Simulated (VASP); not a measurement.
Crystal: Ta.

```xyz
1
Lattice="2.6920 0.0000 0.0000 0.0000 2.6920 0.0000 0.0000 0.0000 2.6920" Properties=species:S:1:pos:R:3 pbc="T T T"
Ta    0.0000    0.0000    0.0000
```

* Program: VASP 6.6.1
* Task: relaxation of cell and atoms
* Functional: PBEsol
* Potentials or basis: VASP PAW PBE potentials, release 64 (Ta_pv)
* Cutoff: 600 eV
* k mesh: 12 × 12 × 12
* Occupations: fermi-dirac, width 0.1 eV
* Spin: no spin polarisation

At the start: pressure 3.1 GPa; volume 19.51 Å³/atom.

Task: How do energy, volume and symmetry change on relaxing?

Result: Over 3 steps the energy falls by 3.5 meV/atom and the volume is 19.88 Å³/atom (+1.9 %); space group Pm-3m (No. 221, to 0.05 Å).

Step by step:
```
step  energy change (eV)  largest force (eV/Å)  pressure (GPa)  volume (Å³)
   1              0.0000                0.0000            3.06        19.51
   2              0.0081                0.0000           -5.11        20.58
   3             -0.0035                0.0000           -0.02        19.88
```

Final structure:
```
Ta
1.0
     2.70900    0.00000    0.00000
     0.00000    2.70900    0.00000
     0.00000    0.00000    2.70900
Ta
1
Direct
  0.00000 0.00000 0.00000
```

Caveat: the PAW data sets were made with another functional, which shifts forces and pressure a little.
